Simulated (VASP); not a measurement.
# Ti in VASP: single point with PBE

Aim: the single point of Ti with PBE.

All numbers are computed with VASP 6.6.1; they aren't measurements. Logs are shortened: lines on timing, memory, paths and dates and some standing lists are left out, and cuts for length are marked.

## (1) The cell of the first run

The cell holds a slab with vacuum, 12 atoms: a = 2.939 Å, b = 4.650 Å, c = 28.573 Å, α = 90.00°, β = 90.00°, γ = 90.00°.

## (2) Single point, PBE

File INCAR:

```
PREC = Accurate ; ENCUT = 520
EDIFF = 1E-6 ; ISMEAR = 0
SIGMA = 0.1 ; LREAL = F
LASPH = T ; NELM = 80
ALGO = Normal ; ISIF = 2
LWAVE = F ; LCHARG = F
LDIPOL = T ; IDIPOL = 3
DIPOL = 0.5 0.5 0.500 ; GGA = PE
NBANDS = 84
```

File KPOINTS:

```
Automatic mesh
0
Gamma
  12 8 1
```

File POSCAR:

```
Ti
1.0
    2.9385821063      0.0000000000      0.0000000000
    0.0000000000      4.6504271807      0.0000000000
    0.0000000000      0.0000000000     28.5727293609
Ti
12
Direct
    0.0000000000      0.7500000000      0.2656779745
    0.5000000000      0.2500000000      0.2945599608
    0.5000000000      0.7500000000      0.3507223538
    0.0000000000      0.2500000000      0.3815510750
    0.0000000000      0.7500000000      0.4401071204
    0.5000000000      0.2500000000      0.4702885801
    0.5000000000      0.7500000000      0.5297114097
    0.0000000000      0.2500000000      0.5598928753
    0.0000000000      0.7500000000      0.6184489235
    0.5000000000      0.2500000000      0.6492776559
    0.5000000000      0.7500000000      0.7054400391
    0.0000000000      0.2500000000      0.7343220320
```

Potentials or basis: VASP PAW PBE potentials, release 64 (Ti_sv).

Run with:

```
> cat potpaw_PBE.64/Ti_sv/POTCAR > POTCAR
> mpirun -np 1 vasp_std > vasp.out
```

OUTCAR:

```text
PREC = Accurate
   ENCUT = 520
   EDIFF = 1E-6
   ISMEAR = 0
   LREAL = F
   LASPH = T
   NELM = 80
   ISIF = 2
   GGA = PE

 ion  position               nearest neighbor table
   1  0.000  0.750  0.266-   3 2.84   3 2.84   2 2.87   2 2.87   2 2.87   2 2.87
   2  0.500  0.250  0.295-   3 2.83   3 2.83   1 2.87   1 2.87   1 2.87   1 2.87   4 2.89   4 2.89

   3  0.500  0.750  0.351-   2 2.83   2 2.83   1 2.84   1 2.84   4 2.89   4 2.89   4 2.89   4 2.89

   4  0.000  0.250  0.382-   5 2.86   5 2.86   2 2.89   2 2.89   3 2.89   3 2.89   3 2.89   3 2.89

   5  0.000  0.750  0.440-   4 2.86   4 2.86   6 2.88   6 2.88   6 2.88   6 2.88
   6  0.500  0.250  0.470-   7 2.88   7 2.88   5 2.88   5 2.88   5 2.88   5 2.88
   7  0.500  0.750  0.530-   6 2.88   6 2.88   8 2.88   8 2.88   8 2.88   8 2.88
   8  0.000  0.250  0.560-   9 2.86   9 2.86   7 2.88   7 2.88   7 2.88   7 2.88
   9  0.000  0.750  0.618-   8 2.86   8 2.86  11 2.89  11 2.89  10 2.89  10 2.89  10 2.89  10 2.89

  10  0.500  0.250  0.649-  11 2.83  11 2.83  12 2.84  12 2.84   9 2.89   9 2.89   9 2.89   9 2.89

  11  0.500  0.750  0.705-  10 2.83  10 2.83  12 2.87  12 2.87  12 2.87  12 2.87   9 2.89   9 2.89

  12  0.000  0.250  0.734-  10 2.84  10 2.84  11 2.87  11 2.87  11 2.87  11 2.87

  LATTYP: Found a simple orthorhombic cell.
 ALAT       =     2.9385821063
 B/A-ratio  =     1.5825411755
 C/A-ratio  =     9.7233047529

  Lattice vectors:

 A1 = (   2.9385821063,   0.0000000000,   0.0000000000)
 A2 = (   0.0000000000,   4.6504271807,   0.0000000000)
 A3 = (   0.0000000000,   0.0000000000,  28.5727293609)

Analysis of symmetry for initial positions (statically):
=====================================================================
 Subroutine PRICEL returns:
 Original cell was already a primitive cell.

 Routine SETGRP: Setting up the symmetry group for a
 simple orthorhombic supercell.

 Subroutine GETGRP returns: Found  8 space group operations
 (whereof  4 operations were pure point group operations)
 out of a pool of  8 trial point group operations.

The static configuration has the point symmetry C_2h.
 The point group associated with its full space group is D_2h.

Analysis of symmetry for dynamics (positions and initial velocities):
=====================================================================
 Subroutine PRICEL returns:
 Original cell was already a primitive cell.

 Routine SETGRP: Setting up the symmetry group for a
 simple orthorhombic supercell.

 Subroutine GETGRP returns: Found  8 space group operations
 (whereof  4 operations were pure point group operations)
 out of a pool of  8 trial point group operations.

The dynamic configuration has the point symmetry C_2h.
 The point group associated with its full space group is D_2h.

 Subroutine INISYM returns: Found  8 space group operations
 (whereof  4 operations are pure point group operations),
 and found     1 'primitive' translations

----------------------------------------------------------------------------------------

                                     Primitive cell

  volume of cell :     390.4653

  direct lattice vectors                    reciprocal lattice vectors
     2.938582106  0.000000000  0.000000000     0.340300173  0.000000000  0.000000000
     0.000000000  4.650427181  0.000000000     0.000000000  0.215034009  0.000000000
     0.000000000  0.000000000 28.572729361     0.000000000  0.000000000  0.034998407

  length of vectors
     2.938582106  4.650427181 28.572729361     0.340300173  0.215034009  0.034998407

  position of ions in fractional coordinates (direct lattice)
     0.000000000  0.750000000  0.265677975
     0.500000000  0.250000000  0.294559961
     0.500000000  0.750000000  0.350722354
     0.000000000  0.250000000  0.381551075
     0.000000000  0.750000000  0.440107120
     0.500000000  0.250000000  0.470288580
     0.500000000  0.750000000  0.529711410
     0.000000000  0.250000000  0.559892875
     0.000000000  0.750000000  0.618448923
     0.500000000  0.250000000  0.649277656
     0.500000000  0.750000000  0.705440039
     0.000000000  0.250000000  0.734322032

  ion indices of the primitive-cell ions
   primitive index   ion index
                 1           1
                 2           2
                 3           3
                 4           4
                 5           5
                 6           6
                 7           7
                 8           8
                 9           9
                10          10
                11          11
                12          12

----------------------------------------------------------------------------------------

 KPOINTS: Automatic mesh

Automatic generation of k-mesh.
 Grid dimensions read from file:
 generate k-points for:   12    8    1

 Generating k-lattice:

  Cartesian coordinates                     Fractional coordinates (reciprocal lattice)
     0.028358348  0.000000000  0.000000000     0.083333333  0.000000000  0.000000000
     0.000000000  0.026879251  0.000000000     0.000000000  0.125000000  0.000000000
     0.000000000  0.000000000  0.034998407     0.000000000  0.000000000  1.000000000

  Length of vectors
     0.028358348  0.026879251  0.034998407

  Shift w.r.t. Gamma in fractional coordinates (k-lattice)
     0.000000000  0.000000000  0.000000000

 Subroutine IBZKPT returns following result:
 ===========================================

 Found     35 irreducible k-points:

 Following reciprocal coordinates:
            Coordinates               Weight
  0.000000  0.000000  0.000000      1.000000
  0.083333  0.000000  0.000000      2.000000
  0.166667  0.000000  0.000000      2.000000
  0.250000  0.000000  0.000000      2.000000
  0.333333  0.000000  0.000000      2.000000
  0.416667  0.000000  0.000000      2.000000
[... 16 lines left out ...]
  0.083333  0.375000  0.000000      4.000000
  0.166667  0.375000  0.000000      4.000000
 [... further k-points ...]
   k-points           NKPTS =     35   k-points in BZ     NKDIM =     35   number of bands    NBANDS=     84
   number of dos      NEDOS =    301   number of ions     NIONS =     12
   total plane-waves  NPLWV = 186624
   dimension x,y,z NGX =    24 NGY =   36 NGZ =  216
   dimension x,y,z NGXF=    48 NGYF=   72 NGZF=  432
   ions per type =              12
   NGX,Y,Z   is equivalent  to a cutoff of  13.58, 12.87, 12.57 a.u.
   NGXF,Y,Z  is equivalent  to a cutoff of  27.16, 25.74, 25.14 a.u.
 SYSTEM =  unknown system
   PREC   = accura    normal or accurate (medium, high low for compatibility)
   ISTART =      0    job   : 0-new  1-cont  2-samecut
   ICHARG =      2    charge: 1-file 2-atom 10-const
   ISPIN  =      1    spin polarized calculation?
   LNONCOLLINEAR =      F non collinear calculations
   LSORBIT =      F    spin-orbit coupling
   LASPH  =      T    aspherical Exc in radial PAW
   ENCUT  =  520.0 eV  38.22 Ry    6.18 a.u.   5.46  8.65 53.13*2*pi/ulx,y,z
   NELM   =     80;   NELMIN=  2; NELMDL= -5     # of ELM steps
   EDIFF  = 0.1E-05   stopping-criterion for ELM
   LREAL  =      F    real-space projection
   EDIFFG = 0.1E-04   stopping-criterion for IOM
   NSW    =      0    number of steps for IOM
   IBRION =     -1    ionic relax: 0-MD 1-quasi-New 2-CG
   NFREE  =      0    steps in history (QN), initial steepest desc. (CG)
   ISIF   =      2    stress and relaxation
   ISYM   =      2    0-nonsym 1-usesym 2-fastsym
   POTIM  = 0.5000    time-step for ionic-motion
   TEBEG  =    0.0;   TEEND  =   0.0 temperature during run
   PSTRESS=    0.0 pullay stress
   NELECT =     144.0000    total number of electrons
   NUPDOWN=      -1.0000    fix difference up-down
   EMIN   =  10.00;   EMAX   =-10.00  energy-range for DOS
   EFERMI =   0.00;   METHOD = LEGACY
   ISMEAR =     0;   SIGMA  =   0.10  broadening in eV -4-tet -1-fermi 0-gaus
   EFERMI_NEDOS =   21; number of points for ismear=-14 and -15
   IALGO  =     38    algorithm
   IMIX   =      4    mixing-type and parameters
     AMIX     =   0.40;   BMIX     =  1.00
     AMIX_MAG =   1.60;   BMIX_MAG =  1.00
  volume/ion in A,a.u.               =      32.54       219.58
  Fermi-wavevector in a.u.,A,eV,Ry     =   1.174000  2.218539 18.752592  1.378277
  Thomas-Fermi vector in A             =   2.310404
   LORBIT       =      0    0 simple, 1 ext, 2 COOP (PROOUT), +10 PAW based schemes
   GGA     = PE    functional components
   LHFCALC =     F    Hartree Fock is set to
   AEXX    =    0.0000 exact exchange contribution
   IVDW    =     0    specifies the selected vdW correction
   LEPSILON=     F    determine dielectric tensor
   LRPA    =     F    only Hartree local field effects (RPA)
 non-spin polarized calculation
 Gauss-broadening in eV      SIGMA  =   0.10
  energy-cutoff  :      520.00
  volume of cell :      390.47
 maximum number of plane-waves:     10571
 NGX is ok and might be reduce to    24
   NGX = 11   NGY = 17   NGZ =107

 dipolmoment           0.000000      0.000000     -0.000000 electrons x Angstroem

 number of electron     144.0000022 magnetization

 dipolmoment           0.000000      0.000000      0.000005 electrons x Angstroem

 Free energy of the ion-electron system (eV)
  ---------------------------------------------------
  ext. energy  EPLUGINS =         0.00000000
  ---------------------------------------------------
  free energy    TOTEN  =       -90.62560945 eV

  energy without entropy =      -90.53063926  energy(sigma->0) =      -90.57812436

 E-fermi :   2.7425     XC(G=0):  -6.8645

 val. band max:        2.7417261995   @ k =   0.2500   0.2500   0.0000
 cond. band min:       2.7429040720   @ k =   0.2500   0.2500   0.0000
 fundamental gap:      0.0011778725
 Fermi energy:         2.7424538776

 k-point     1 :       0.0000    0.0000    0.0000
  band No.  band energies     occupation
      1     -54.2615      2.00000
      2     -54.2614      2.00000
      3     -54.1155      2.00000
      4     -54.0951      2.00000
      5     -54.0561      2.00000
      6     -54.0223      2.00000
[... 76 lines left out ...]
     83       3.7169      0.00000
     84       3.7738      0.00000

 k-point     2 :       0.0833    0.0000    0.0000
  band No.  band energies     occupation
      1     -54.2584      2.00000
      2     -54.2583      2.00000
      3     -54.1109      2.00000
      4     -54.0912      2.00000
      5     -54.0528      2.00000
      6     -54.0195      2.00000
[... 1903 lines left out ...]
     83       3.5160      0.00000
     84       3.5274      0.00000

 k-point    24 :       0.1667    0.3750    0.0000
  band No.  band energies     occupation
      1     -54.2436      2.00000
      2     -54.2436      2.00000
      3     -54.0650      2.00000
      4     -54.0557      2.00000
      5     -54.0280      2.00000
      6     -54.0114      2.00000
[... 76 lines left out ...]
     83       3.3585      0.00000
     84       3.5071      0.00000

 [... further k-points ...]

------------------------ aborting loop because EDIFF is reached ----------------------------------------

 vacuum level on the upper side and lower side of the slab       (xc-potential included)        -0.261        -0.261

  FORCE on cell =-STRESS in cart. coord.  units (eV):
  Direction    XX          YY          ZZ          XY          YZ          ZX
  --------------------------------------------------------------------------------------
  -------------------------------------------------------------------------------------
  Total       -3.3362062     -2.4806707     -0.3786388      0.0000000      0.0000000      0.0000000
  in kB      -13.6892943    -10.1788168     -1.5536505      0.0000000      0.0000000      0.0000000
  external PRESSURE =      -8.4739205 kB  Pullay stress =       0.0000000 kB

 VOLUME and BASIS-vectors are now :
 -----------------------------------------------------------------------------
  energy-cutoff  :      520.00
  volume of cell :      390.47
      direct lattice vectors                 reciprocal lattice vectors
     2.938582106  0.000000000  0.000000000     0.340300173  0.000000000  0.000000000
     0.000000000  4.650427181  0.000000000     0.000000000  0.215034009  0.000000000
     0.000000000  0.000000000 28.572729361     0.000000000  0.000000000  0.034998407

 POSITION                                       TOTAL-FORCE (eV/Angst)
 -----------------------------------------------------------------------------------
      0.00000      3.48782      7.59114         0.000000     -0.000000      0.017998
      1.46929      1.16261      8.41638         0.000000     -0.000000      0.014534
      1.46929      3.48782     10.02109         0.000000     -0.000000     -0.017637
      0.00000      1.16261     10.90196         0.000000      0.000000      0.005869
      0.00000      3.48782     12.57506         0.000000     -0.000000     -0.003133
      1.46929      1.16261     13.43743         0.000000      0.000000      0.005132
      1.46929      3.48782     15.13530         0.000000     -0.000000     -0.005132
      0.00000      1.16261     15.99767         0.000000     -0.000000      0.003133
      0.00000      3.48782     17.67077        -0.000000     -0.000000     -0.005869
      1.46929      1.16261     18.55163         0.000000     -0.000000      0.017637
      1.46929      3.48782     20.15635         0.000000     -0.000000     -0.014534
      0.00000      1.16261     20.98158        -0.000000      0.000000     -0.017998
 -----------------------------------------------------------------------------------
    total drift:                                0.000000      0.000000      0.001661

  FREE ENERGIE OF THE ION-ELECTRON SYSTEM (eV)
  ---------------------------------------------------
  free  energy   TOTEN  =       -90.6256094540 eV

  energy  without entropy=      -90.5306392572  energy(sigma->0) =      -90.57812436

 vacuum level on the upper side and lower side of the slab         6.377         6.376
```

Wall time 39 min (1 thread of Intel Xeon 6975P-C (Granite Rapids), shared host); peak memory 0.9 GiB.

What came out:

| Property | Result |
| --- | --- |
| Free energy | -90.6256 eV |
| Largest force | 0.018 eV/Å |
| Band gap on the k mesh | zero (bands 72 and 73 overlap by 0.56 eV) |

Forces in eV/Å, atoms in the order of the input:
```
Ti   0.000  0.000  0.018
Ti   0.000  0.000  0.015
Ti   0.000  0.000 -0.018
Ti   0.000  0.000  0.006
Ti   0.000  0.000 -0.003
Ti   0.000  0.000  0.005
Ti   0.000  0.000 -0.005
Ti   0.000  0.000  0.003
Ti   0.000  0.000 -0.006
Ti   0.000  0.000  0.018
Ti   0.000  0.000 -0.015
Ti   0.000  0.000 -0.018
```
